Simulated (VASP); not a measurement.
A run of VASP 6.6.1 is set up as follows.

The input INCAR:

```
  PREC = Accurate
  ENCUT = 520
  EDIFF = 1E-7
  ISMEAR = 0
  SIGMA = 0.05
  LREAL = False
  LASPH = True
  NELM = 60
  ALGO = Normal
  ISIF = 2
  LWAVE = False
  LCHARG = False
  GGA = PS
  NBANDS = 16
```

The input KPOINTS:

```
Automatic mesh
0
Gamma
  8 8 8
```

POSCAR

```
CuI
1.0
    0.0000000000      2.7008954262      3.8190661327
    2.7008954262      0.0000000000      3.8190661327
    2.7008954262      2.7008954262      0.0000000000
Cu I
1 1
Direct
    0.7500000000      0.7500000000      0.7500000000
    0.0000000000      0.0000000000      0.0000000000
```

Potentials or basis: VASP PAW PBE potentials, release 64 (Cu, I).

Run with:

```sh
$ cat potpaw_PBE.64/Cu/POTCAR potpaw_PBE.64/I/POTCAR > POTCAR
$ mpirun -np 1 vasp_std > vasp.out
```

**Question.** Predict the band gap on the k mesh.

**Answer.** 0.43 eV.

**Question.** Estimate the pressure.

**Answer.** -2.9 GPa.

Stress tensor (GPa, compression positive):
```
 0.52  0.00  0.00
 0.00  0.52  0.00
 0.00  0.00 -9.74
```

Caveat: the PAW data sets were made with another functional, which shifts forces and pressure a little; spin-orbit coupling is left out, which moves the levels of the heavy elements.
